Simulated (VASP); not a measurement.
Input of a VASP 6.6.1 run:

Contents of POSCAR:

```
Re
1.0
    2.7608000000      0.0000000000      0.0000000000
   -1.3804000000      2.3909229300      0.0000000000
    0.0000000000      0.0000000000      4.4582000000
Re
2
Direct
    0.3333333300      0.6666666700      0.2500000000
    0.6666666700      0.3333333300      0.7500000000
```

The input INCAR.step1:

```
PREC     = Accurate       # precision mode
ENCUT    = 600            # plane-wave cutoff, eV
ISMEAR   = -1             # smearing method
SIGMA    = 0.1            # smearing width, eV
LREAL    = False          # projectors in reciprocal space
LASPH    = True           # aspherical terms in the spheres
NELM     = 80             # most SCF steps
GGA      = PE             # functional
ALGO     = Normal         # electronic algorithm
EDIFF    = 1E-4           # SCF threshold, eV
LWAVE    = True           # write WAVECAR
LCHARG   = False          # write CHGCAR
```

Contents of INCAR.step2:

```
PREC     = Accurate       # precision mode
ENCUT    = 600            # plane-wave cutoff, eV
EDIFF    = 1E-6           # SCF threshold, eV
ISMEAR   = -1             # smearing method
SIGMA    = 0.1            # smearing width, eV
LREAL    = False          # projectors in reciprocal space
LASPH    = True           # aspherical terms in the spheres
NELM     = 80             # most SCF steps
ALGO     = Normal         # electronic algorithm
ISIF     = 8              # what is computed and relaxed
LWAVE    = False          # write WAVECAR
LCHARG   = False          # write CHGCAR
METAGGA  = R2SCAN         # meta-GGA
LMIXTAU  = True         
IBRION   = 2              # ionic algorithm
NSW      = 80             # ionic steps
EDIFFG   = -0.01          # ionic threshold
ISTART   = 1
```

File KPOINTS:

```
Automatic mesh
0
Gamma
  8 8 5
```

Potentials or basis: VASP PAW PBE potentials, release 64 (Re).

Launch:

```sh
$ cat potpaw_PBE.64/Re/POTCAR > POTCAR
$ cp INCAR.step1 INCAR
$ mpirun -np 1 vasp_std > vasp.out
$ cp INCAR.step2 INCAR
$ mpirun -np 1 vasp_std > vasp.out
```

**Question.** What does it give for the relaxed cell?

**Answer.** a = 2.760 Å, b = 2.760 Å, c = 4.458 Å, α = 90.00°, β = 90.00°, γ = 120.00°.

**Question.** Predict the relaxed volume.

**Answer.** 14.71 Å³/atom.

Final structure:
```
Re
1.0
     2.76045    0.00000    0.00000
    -1.38022    2.39062    0.00000
     0.00000    0.00000    4.45763
Re
2
Direct
  0.33333 0.66667 0.25000
  0.66667 0.33333 0.75000
```

Caveat: the PAW data sets were made with another functional, which shifts forces and pressure a little.
